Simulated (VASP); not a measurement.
# Hf2H (F-43m) in VASP: further runs

The runs below take Hf2H through single point, relaxation of cell and atoms, with PBE.

Program: VASP 6.6.1. These are calculated values, not measurements. Logs are shortened: lines on timing, memory, paths and dates and some standing lists are left out, and cuts for length are marked.

## 1. The cell of the first run

It takes space group F-43m (No. 216, cubic). The conventional cell has a = 5.943 Å, b = 5.943 Å, c = 5.943 Å, α = 90.00°, β = 90.00°, γ = 90.00°. Hf (site symmetry -43m) has 4 Hf at 2.57 Å and 6 H at 2.97 Å within 3.4 Å. Within 3.4 Å of Hf (site symmetry -43m) lie 4 Hf at 2.57 Å and 4 H at 2.57 Å. H (site symmetry -43m) has 10 Hf at 2.57 to 2.97 Å within 3.4 Å.

## 2. Single point, PBE

INCAR

```
SYSTEM = Hf2H
PREC = Accurate ; ENCUT = 520
EDIFF = 1E-6 ; ISMEAR = 0
SIGMA = 0.1 ; LREAL = .False.
LASPH = .True. ; NELM = 80
ALGO = Normal ; ISIF = 2
LWAVE = .False. ; LCHARG = .True.
GGA = PE ; LELF = .True.
LVHAR = .True. ; NBANDS = 18
```

KPOINTS

```
Automatic mesh
0
Gamma
  6 6 6
  0 0 0
```

POSCAR

```
Hf2H
1.0
    0.0000000000      2.9715292600      2.9715292600
    2.9715292600      0.0000000000      2.9715292600
    2.9715292600      2.9715292600      0.0000000000
Hf H
2 1
Direct
    0.0000000000      0.0000000000      0.0000000000
    0.2500000000      0.2500000000      0.2500000000
    0.5000000000      0.5000000000      0.5000000000
```

Potentials or basis: VASP PAW PBE potentials, release 64 (Hf_pv, H).

Run with:

```sh
> cat potpaw_PBE.64/Hf_pv/POTCAR potpaw_PBE.64/H/POTCAR > POTCAR
> mpirun -np 1 vasp_std > vasp.out
```

OUTCAR:

```text
SYSTEM = Hf2H
   PREC = Accurate
   ENCUT = 520
   EDIFF = 1E-6
   ISMEAR = 0
   LREAL = .False.
   LASPH = .True.
   NELM = 80
   ISIF = 2
   GGA = PE

 ion  position               nearest neighbor table
   1  0.000  0.000  0.000-   2 2.57   2 2.57   2 2.57   2 2.57
   2  0.250  0.250  0.250-   1 2.57   1 2.57   1 2.57   1 2.57
   3  0.500  0.500  0.500-

  LATTYP: Found a face centered cubic cell.
 ALAT       =     5.9430585200

  Lattice vectors:

 A1 = (   0.0000000000,   2.9715292600,   2.9715292600)
 A2 = (   2.9715292600,   0.0000000000,   2.9715292600)
 A3 = (   2.9715292600,   2.9715292600,   0.0000000000)

Analysis of symmetry for initial positions (statically):
=====================================================================
 Subroutine PRICEL returns:
 Original cell was already a primitive cell.

 Routine SETGRP: Setting up the symmetry group for a
 face centered cubic supercell.

 Subroutine GETGRP returns: Found 24 space group operations
 (whereof 24 operations were pure point group operations)
 out of a pool of 48 trial point group operations.

The static configuration has the point symmetry T_d .

Analysis of symmetry for dynamics (positions and initial velocities):
=====================================================================
 Subroutine PRICEL returns:
 Original cell was already a primitive cell.

 Routine SETGRP: Setting up the symmetry group for a
 face centered cubic supercell.

 Subroutine GETGRP returns: Found 24 space group operations
 (whereof 24 operations were pure point group operations)
 out of a pool of 48 trial point group operations.

The dynamic configuration has the point symmetry T_d .

 Subroutine INISYM returns: Found 24 space group operations
 (whereof 24 operations are pure point group operations),
 and found     1 'primitive' translations

----------------------------------------------------------------------------------------

                                     Primitive cell

  volume of cell :      52.4771

  direct lattice vectors                    reciprocal lattice vectors
     0.000000000  2.971529260  2.971529260    -0.168263529  0.168263529  0.168263529
     2.971529260  0.000000000  2.971529260     0.168263529 -0.168263529  0.168263529
     2.971529260  2.971529260  0.000000000     0.168263529  0.168263529 -0.168263529

  length of vectors
     4.202376980  4.202376980  4.202376980     0.291440981  0.291440981  0.291440981

  position of ions in fractional coordinates (direct lattice)
     0.000000000  0.000000000  0.000000000
     0.250000000  0.250000000  0.250000000
     0.500000000  0.500000000  0.500000000

  ion indices of the primitive-cell ions
   primitive index   ion index
                 1           1
                 2           2
                 3           3

----------------------------------------------------------------------------------------

 KPOINTS: Automatic mesh

Automatic generation of k-mesh.
 Grid dimensions read from file:
 generate k-points for:    6    6    6

 Generating k-lattice:

  Cartesian coordinates                     Fractional coordinates (reciprocal lattice)
    -0.028043922  0.028043922  0.028043922     0.166666667  0.000000000  0.000000000
     0.028043922 -0.028043922  0.028043922     0.000000000  0.166666667  0.000000000
     0.028043922  0.028043922 -0.028043922     0.000000000  0.000000000  0.166666667

  Length of vectors
     0.048573497  0.048573497  0.048573497

  Shift w.r.t. Gamma in fractional coordinates (k-lattice)
     0.000000000  0.000000000  0.000000000

 Subroutine IBZKPT returns following result:
 ===========================================

 Found     16 irreducible k-points:

 Following reciprocal coordinates:
            Coordinates               Weight
  0.000000  0.000000  0.000000      1.000000
  0.166667  0.000000  0.000000      8.000000
  0.333333  0.000000  0.000000      8.000000
  0.500000  0.000000  0.000000      4.000000
  0.166667  0.166667  0.000000      6.000000
  0.333333  0.166667  0.000000     24.000000
[... 8 lines left out ...]
 -0.333333  0.333333  0.166667     24.000000
 -0.333333  0.500000  0.166667     12.000000
   k-points           NKPTS =     16   k-points in BZ     NKDIM =     16   number of bands    NBANDS=     18
   number of dos      NEDOS =    301   number of ions     NIONS =      3
   total plane-waves  NPLWV =  32768
   dimension x,y,z NGX =    32 NGY =   32 NGZ =   32
   dimension x,y,z NGXF=    64 NGYF=   64 NGZF=   64
   ions per type =               2   1
   NGX,Y,Z   is equivalent  to a cutoff of  12.66, 12.66, 12.66 a.u.
   NGXF,Y,Z  is equivalent  to a cutoff of  25.32, 25.32, 25.32 a.u.
 SYSTEM =  Hf2H
   PREC   = accura    normal or accurate (medium, high low for compatibility)
   ISTART =      0    job   : 0-new  1-cont  2-samecut
   ICHARG =      2    charge: 1-file 2-atom 10-const
   ISPIN  =      1    spin polarized calculation?
   LNONCOLLINEAR =      F non collinear calculations
   LSORBIT =      F    spin-orbit coupling
   LASPH  =      T    aspherical Exc in radial PAW
   ENCUT  =  520.0 eV  38.22 Ry    6.18 a.u.   7.81  7.81  7.81*2*pi/ulx,y,z
   NELM   =     80;   NELMIN=  2; NELMDL= -5     # of ELM steps
   EDIFF  = 0.1E-05   stopping-criterion for ELM
   LREAL  =      F    real-space projection
   EDIFFG = 0.1E-04   stopping-criterion for IOM
   NSW    =      0    number of steps for IOM
   IBRION =     -1    ionic relax: 0-MD 1-quasi-New 2-CG
   NFREE  =      0    steps in history (QN), initial steepest desc. (CG)
   ISIF   =      2    stress and relaxation
   ISYM   =      2    0-nonsym 1-usesym 2-fastsym
   POTIM  = 0.5000    time-step for ionic-motion
   TEBEG  =    0.0;   TEEND  =   0.0 temperature during run
   PSTRESS=    0.0 pullay stress
   NELECT =      21.0000    total number of electrons
   NUPDOWN=      -1.0000    fix difference up-down
   EMIN   =  10.00;   EMAX   =-10.00  energy-range for DOS
   EFERMI =   0.00;   METHOD = LEGACY
   ISMEAR =     0;   SIGMA  =   0.10  broadening in eV -4-tet -1-fermi 0-gaus
   EFERMI_NEDOS =   21; number of points for ismear=-14 and -15
   IALGO  =     38    algorithm
   IMIX   =      4    mixing-type and parameters
     AMIX     =   0.40;   BMIX     =  1.00
     AMIX_MAG =   1.60;   BMIX_MAG =  1.00
  volume/ion in A,a.u.               =      17.49       118.04
  Fermi-wavevector in a.u.,A,eV,Ry     =   1.206400  2.279765 19.801925  1.455400
  Thomas-Fermi vector in A             =   2.342068
   LORBIT       =      0    0 simple, 1 ext, 2 COOP (PROOUT), +10 PAW based schemes
   GGA     = PE    functional components
   LHFCALC =     F    Hartree Fock is set to
   AEXX    =    0.0000 exact exchange contribution
   IVDW    =     0    specifies the selected vdW correction
   LEPSILON=     F    determine dielectric tensor
   LRPA    =     F    only Hartree local field effects (RPA)
 non-spin polarized calculation
 Gauss-broadening in eV      SIGMA  =   0.10
  energy-cutoff  :      520.00
  volume of cell :       52.48
 maximum number of plane-waves:      1428
   NGX = 15   NGY = 15   NGZ = 15

 number of electron      20.9999997 magnetization

 Free energy of the ion-electron system (eV)
  ---------------------------------------------------
  ext. energy  EPLUGINS =         0.00000000
  ---------------------------------------------------
  free energy    TOTEN  =       -16.98880385 eV

  energy without entropy =      -16.95194000  energy(sigma->0) =      -16.97037193

 E-fermi :   3.6936     XC(G=0): -10.6051

 val. band max:        3.6767253247   @ k =   0.5000   0.3333   0.0000
 cond. band min:       3.6958590411   @ k =   0.5000   0.5000   0.0000
 fundamental gap:      0.0191337164
 Fermi energy:         3.6936299493

 k-point     1 :       0.0000    0.0000    0.0000
  band No.  band energies     occupation
      1     -27.4677      2.00000
      2     -27.4677      2.00000
      3     -27.4677      2.00000
      4     -26.2285      2.00000
      5     -26.2285      2.00000
      6     -26.2285      2.00000
[... 10 lines left out ...]
     17      11.0182      0.00000
     18      11.0182      0.00000

 k-point     2 :       0.1667    0.0000    0.0000
  band No.  band energies     occupation
      1     -27.5071      2.00000
      2     -27.5071      2.00000
      3     -27.4700      2.00000
      4     -26.2328      2.00000
      5     -26.1846      2.00000
      6     -26.1846      2.00000
[... 10 lines left out ...]
     17      10.8359      0.00000
     18      10.8359      0.00000

 k-point     3 :       0.3333    0.0000    0.0000
  band No.  band energies     occupation
      1     -27.5789      2.00000
      2     -27.5789      2.00000
      3     -27.4788      2.00000
      4     -26.2358      2.00000
      5     -26.1039      2.00000
      6     -26.1039      2.00000
[... 10 lines left out ...]
     17      10.1999      0.00000
     18      10.1999      0.00000

 k-point     4 :       0.5000    0.0000    0.0000
  band No.  band energies     occupation
      1     -27.6119      2.00000
      2     -27.6119      2.00000
      3     -27.4853      2.00000
      4     -26.2346      2.00000
      5     -26.0664      2.00000
      6     -26.0664      2.00000
[... 207 lines left out ...]
      4     -26.5240      2.00000
      5     -26.0028      2.00000
      6     -25.9388      2.00000
[... 10 lines left out ...]
     17       8.6300      0.00000
     18      10.6515      0.00000

 k-point    15 :      -0.3333    0.3333    0.1667
  band No.  band energies     occupation
      1     -27.7768      2.00000
      2     -27.7036      2.00000
      3     -27.1131      2.00000
      4     -26.6086      2.00000
      5     -25.9676      2.00000
      6     -25.9028      2.00000
[... 10 lines left out ...]
     17       9.0788      0.00000
     18       9.5462      0.00000

 k-point    16 :      -0.3333    0.5000    0.1667
  band No.  band energies     occupation
      1     -27.7638      2.00000
      2     -27.7635      2.00000
      3     -26.9431      2.00000
      4     -26.7892      2.00000
      5     -25.9066      2.00000
      6     -25.9050      2.00000
[... 10 lines left out ...]
     17       9.1091      0.00000
     18       9.4908      0.00000

------------------------ aborting loop because EDIFF is reached ----------------------------------------

  FORCE on cell =-STRESS in cart. coord.  units (eV):
  Direction    XX          YY          ZZ          XY          YZ          ZX
  --------------------------------------------------------------------------------------
  -------------------------------------------------------------------------------------
  Total        4.9810767      4.9810767      4.9810767      0.0000000     -0.0000000      0.0000000
  in kB      152.0770853    152.0770853    152.0770853      0.0000000     -0.0000000      0.0000000
  external PRESSURE =     152.0770853 kB  Pullay stress =       0.0000000 kB

 VOLUME and BASIS-vectors are now :
 -----------------------------------------------------------------------------
  energy-cutoff  :      520.00
  volume of cell :       52.48
      direct lattice vectors                 reciprocal lattice vectors
     0.000000000  2.971529260  2.971529260    -0.168263529  0.168263529  0.168263529
     2.971529260  0.000000000  2.971529260     0.168263529 -0.168263529  0.168263529
     2.971529260  2.971529260  0.000000000     0.168263529  0.168263529 -0.168263529

 POSITION                                       TOTAL-FORCE (eV/Angst)
 -----------------------------------------------------------------------------------
      0.00000      0.00000      0.00000        -0.000000     -0.000000     -0.000000
      1.48576      1.48576      1.48576         0.000000      0.000000      0.000000
      2.97153      2.97153      2.97153        -0.000000     -0.000000     -0.000000
 -----------------------------------------------------------------------------------
    total drift:                                0.000000      0.000000      0.000000

  FREE ENERGIE OF THE ION-ELECTRON SYSTEM (eV)
  ---------------------------------------------------
  free  energy   TOTEN  =       -16.9888038530 eV

  energy  without entropy=      -16.9519400011  energy(sigma->0) =      -16.97037193
```

Run time: 11 s. Hardware: 1 thread of Intel Xeon Platinum 8488C (Sapphire Rapids), shared host; peak memory 0.17 GiB.

Results:

| Quantity | Value |
| --- | --- |
| Free energy | -16.9888 eV |
| Pressure | 15.2 GPa |

Levels at points of the mesh, in eV from the Fermi level:
```csv
k point,band 8,band 9,band 10,band 11,band 12,band 13
"(0.00, 0.00, 0.00)",-1.13,-1.13,-0.05,-0.05,-0.05,1.79
"(0.50, 0.00, 0.00)",-2.93,-1.17,-1.17,-0.11,-0.11,0.11
"(0.50, 0.50, 0.00)",-2.48,-0.81,-0.79,0.00,0.00,2.08
```

Caveat: spin-orbit coupling is left out, which moves the levels of the heavy elements.

(Continued in part 2 of 2.)
